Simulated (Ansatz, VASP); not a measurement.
**One calculation of C, two programs**

Contents of INCAR:

```
SYSTEM = C
PREC = Accurate
ENCUT = 520
EDIFF = 1E-6
ISMEAR = 0
SIGMA = 0.05
LREAL = .FALSE.
LASPH = .TRUE.
NELM = 100
ALGO = Normal
ISIF = 2
LWAVE = .FALSE.
LCHARG = .FALSE.
GGA = PE
NBANDS = 26
```

File KPOINTS:

```
Automatic mesh
0
G
  12 12 4
  0 0 0
```

File POSCAR:

```
C
1.0
    2.5220988435      0.0000000000      0.0000000000
   -1.2610494217      2.1842016693      0.0000000000
    0.0000000000      0.0000000000      8.2371000000
C
8
Direct
    0.0000000000      0.0000000000      0.0937500000
    0.0000000000      0.0000000000      0.5937500000
    0.0000000000      0.0000000000      0.4062500000
    0.0000000000      0.0000000000      0.9062500000
    0.3189378226      0.6378756451      0.1535508417
    0.6666666667      0.3333333333      0.6562500000
    0.3333333333      0.6666666667      0.3437500000
    0.6666666667      0.3333333333      0.8437500000
```

Input for Ansatz:

```yaml
crystal:
  lattice:
    - [2.5220988435, 0.0, 0.0]
    - [-1.2610494217, 2.1842016693, 0.0]
    - [0.0, 0.0, 8.2371]
  atoms:
    - { symbol: C, position: [0.0, 0.0, 0.09375] }
    - { symbol: C, position: [0.0, 0.0, 0.59375] }
    - { symbol: C, position: [0.0, 0.0, 0.40625] }
    - { symbol: C, position: [0.0, 0.0, 0.90625] }
    - { symbol: C, position: [0.3189378226, 0.6378756451, 0.1535508417] }
    - { symbol: C, position: [0.6666666667, 0.3333333333, 0.65625] }
    - { symbol: C, position: [0.3333333333, 0.6666666667, 0.34375] }
    - { symbol: C, position: [0.6666666667, 0.3333333333, 0.84375] }
basis:
  ecutwfc: 420
kpoints:
  mp_grid: { grid: [12, 12, 4] }
hamiltonian:
  xc: pbe
scf:
  occupations: { method: gaussian, width: 0.05 }
output:
  forces: true
  stress: true
  eigenvalues: true
```

Alike in both runs: task single point; functional PBE; k mesh 12 × 12 × 4; occupations gaussian, width 0.05 eV; no spin polarisation.

|  | VASP | Ansatz |
| --- | --- | --- |
| version | VASP 6.6.1 | Ansatz 0.2.0 |
| potentials or method | VASP PAW PBE potentials, release 64 (C), cutoff 520 eV | scalar-relativistic, plane waves, PAW |
| valence electrons in the cell | 32 | 32 |

|  | VASP | Ansatz | Ansatz less VASP |
| --- | --- | --- | --- |
| gap on the k mesh at the Fermi level (eV) | 4.18 | 4.19 | +0.009 |
| least direct gap on the mesh (eV) | 4.79 | 4.80 | +0.007 |
| pressure (GPa) | 3.3 | 2.7 | -0.67 |
| traceless stress, the component that is largest in VASP (GPa) | 7.59 | 7.61 | +0.020 |
| rms of the force components (eV/Å) | 0.757 | 0.753 | -0.0039 |

Atom by atom the forces differ by 0.004 eV/Å (rms over components). The functional is the same, so the differences come from potentials, cutoffs and numerics.
